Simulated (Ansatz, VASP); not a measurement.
HfN: VASP beside Ansatz

INCAR

```
PREC = Accurate ; ENCUT = 520
EDIFF = 1E-6 ; ISMEAR = 0
SIGMA = 0.15 ; LREAL = False
LASPH = True ; NELM = 100
ALGO = Normal ; ISIF = 2
LWAVE = False ; LCHARG = True
GGA = PS ; LELF = True
LVHAR = True ; NBANDS = 14
```

KPOINTS

```
regular mesh
0
Gamma
  16 16 16
```

POSCAR

```
HfN
1.0
    0.0000000000      2.3013956250      2.4548220000
    2.6082483750      0.0000000000      2.4548220000
    2.6082483750      2.3013956250      0.0000000000
Hf N
1 1
Direct
    0.0000000000      0.0000000000      0.0000000000
    0.7500000000      0.7500000000      0.7500000000
```

Input for Ansatz:

```yaml
crystal:
  lattice:
    - [0.0, 2.301395625, 2.454822]
    - [2.608248375, 0.0, 2.454822]
    - [2.608248375, 2.301395625, 0.0]
  atoms:
    - { symbol: Hf, position: [0.0, 0.0, 0.0] }
    - { symbol: "N", position: [0.75, 0.75, 0.75] }
basis:
  ecutwfc: 420
kpoints:
  mp_grid: { grid: [16, 16, 16] }
hamiltonian:
  xc: pbesol
scf:
  occupations: { method: gaussian, width: 0.15 }
output:
  forces: true
  stress: true
  eigenvalues: true
```

Change from the starting cell: strain +0.0625 x Voigt [1, -1, 0, 0, 0, 0], atoms carried along.

Alike in both runs: task single point; functional PBEsol; k mesh 16 × 16 × 16; occupations gaussian, width 0.15 eV; no spin polarisation.

|  | VASP | Ansatz |
| --- | --- | --- |
| version | VASP 6.6.1 | Ansatz 0.2.0 |
| potentials or method | VASP PAW PBE potentials, release 64 (Hf_pv, N), cutoff 520 eV | scalar-relativistic, plane waves, PAW |
| valence electrons in the cell | 15 | 31 |

```csv
,VASP,Ansatz,Ansatz less VASP
gap on the k mesh at the Fermi level (eV),none,none,-
pressure (GPa),-5.8,-4.9,+0.93
"traceless stress, the component that is largest in VASP (GPa)",-9.88,-9.85,+0.037
```

VASP's potentials were made for PBE, not for PBEsol. A gap of «none» marks a metal or a gap that the smearing closes. The functional is the same, so the differences come from potentials, cutoffs and numerics. VASP's potentials hold 15 valence electrons a cell and Ansatz's 31, so a difference there can come from the potentials and not from the codes.

Spin-orbit coupling is off throughout.
